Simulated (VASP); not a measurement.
Here is a VASP 6.6.1 calculation.

Contents of INCAR:

```
PREC = Accurate ; ENCUT = 520
EDIFF = 1E-6 ; ISMEAR = -1
SIGMA = 0.05 ; LREAL = False
LASPH = True ; NELM = 80
ALGO = Normal ; ISIF = 2
LWAVE = False ; LCHARG = False
NBANDS = 36
```

Contents of KPOINTS:

```
Automatic mesh
0
Gamma
  10 10 2
```

POSCAR

```
SiC
1.0
    3.0950000000      0.0000000000      0.0000000000
   -1.5475000000      2.6803486247      0.0000000000
    0.0000000000      0.0000000000     15.1700000000
Si C
6 6
Direct
    0.6666666667      0.3333333333      0.4583000000
    0.3333333333      0.6666666667      0.9583000000
    0.6666666667      0.3333333333      0.7917000000
    0.3333333333      0.6666666667      0.2917000000
    0.0000000000      0.0000000000      0.6250000000
    0.0000000000      0.0000000000      0.1250000000
    0.6666666667      0.3333333333      0.3333000000
    0.3333333333      0.6666666667      0.8333000000
    0.6666666667      0.3333333333      0.6667000000
    0.3333333333      0.6666666667      0.1667000000
    0.0000000000      0.0000000000      0.5000000000
    0.0000000000      0.0000000000      0.0000000000
```

Potentials or basis: VASP PAW LDA potentials, release 64 (Si, C).

The run is started by

```console
$ cat potpaw_LDA.64/Si/POTCAR potpaw_LDA.64/C/POTCAR > POTCAR
$ mpirun -np 1 vasp_std > vasp.out
```

(1) What does it give for the pressure?

(2) Estimate the band gap on the k mesh.

(3) What does it give for the largest force?

Results:

(1) -6.9 GPa.

(2) 1.97 eV, indirect (least direct gap 3.06 eV).

(3) 0.144 eV/Å.
